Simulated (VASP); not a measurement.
Input of a VASP 6.6.1 run:

The input INCAR:

```
SYSTEM = NaI
PREC = Accurate
ENCUT = 520
EDIFF = 1E-7
ISMEAR = -1
SIGMA = 0.02
LREAL = .FALSE.
LASPH = .TRUE.
NELM = 100
ALGO = Normal
ISIF = 2
LWAVE = .FALSE.
LCHARG = .FALSE.
GGA = PE
NBANDS = 14
```

The input KPOINTS:

```
Automatic mesh
0
G
  8 8 8
  0 0 0
```

Contents of POSCAR:

```
NaI
1.0
   -0.0080743013      3.2297205115      3.2297205115
    3.2297205115     -0.0080743013      3.2297205115
    3.2216462102      3.2216462102      0.0000000000
Na I
1 1
Direct
    0.0000000000      0.0000000000      0.0000000000
    0.5000000000      0.5000000000      0.5000000000
```

Potentials or basis: VASP PAW PBE potentials, release 64 (Na_pv, I).

Run with:

```bash
$ cat potpaw_PBE.64/Na_pv/POTCAR potpaw_PBE.64/I/POTCAR > POTCAR
$ mpirun -np 1 vasp_std > vasp.out
```

(1) Estimate the pressure.

(2) Predict the band gap on the k mesh.

Results:

(1) 0.5 GPa.

(2) 3.65 eV, direct.

Caveat: the cell differs from its parent crystal (shear xy strain -0.5%); spin-orbit coupling is left out, which moves the levels of the heavy elements.
